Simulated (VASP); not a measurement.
Write the native input for VASP 6.6.1 that does the following.

```
Task                   : electric field gradients
Functional             : PBE
Potentials or basis    : VASP PAW PBE potentials, release 64 (Cd)
Cutoff                 : 520 eV
k mesh                 : 14 × 14 × 7
Occupations            : fermi-dirac, width 0.05 eV
Spin                   : no spin polarisation
Dipole correction      : no
Further INCAR settings : ALGO = Normal; EDIFF = 1e-08; NBANDS = 19
```

The structure of Cd lies in POSCAR:

```
Cd
1.0
    2.9788725081      0.0000000000      0.0000000000
   -1.4894362540      2.5797792666      0.0000000000
    0.0000000000      0.0000000000      5.5052970000
Cd
2
Direct
    0.3333333333      0.6666666667      0.2500000000
    0.6666666667      0.3333333333      0.7500000000
```

This cell differs from its parent crystal: zz strain of -2 %.

These files were run (other wordings do the same):

INCAR

```
PREC     = Accurate       # precision mode
ENCUT    = 520            # plane-wave cutoff, eV
EDIFF    = 1E-8           # SCF threshold, eV
ISMEAR   = -1             # smearing method
SIGMA    = 0.05           # smearing width, eV
LREAL    = F              # projectors in reciprocal space
LASPH    = T              # aspherical terms in the spheres
NELM     = 80             # most SCF steps
ALGO     = Normal         # electronic algorithm
ISIF     = 2              # what is computed and relaxed
LWAVE    = F              # write WAVECAR
LCHARG   = F              # write CHGCAR
GGA      = PE             # functional
LEFG     = T            
NBANDS   = 19             # bands
```

KPOINTS

```
Automatic mesh
0
Gamma
  14 14 7
```

Potentials or basis: VASP PAW PBE potentials, release 64 (Cd).

Command:

```sh
$ cat potpaw_PBE.64/Cd/POTCAR > POTCAR
$ mpirun -np 1 vasp_std > vasp.out
```

It gave:

- Pressure: 4.3 GPa
- Band gap on the k mesh: zero (bands 12 and 13 overlap by 4.02 eV)
- Largest electric field gradient by atom: Cd +72.6 V/Å²

Caveat: the cell differs from its parent crystal (zz strain of -2 %); the cell stands under pressure; without QUAD_EFG the Cq values of the log hold for a quadrupole moment of 1 mb, not for the nuclei.

Wall time 34 s on 1 thread of AMD EPYC 9R45 96-Core Processor (Zen 5), with other jobs on the host, peak memory 0.17 GiB.
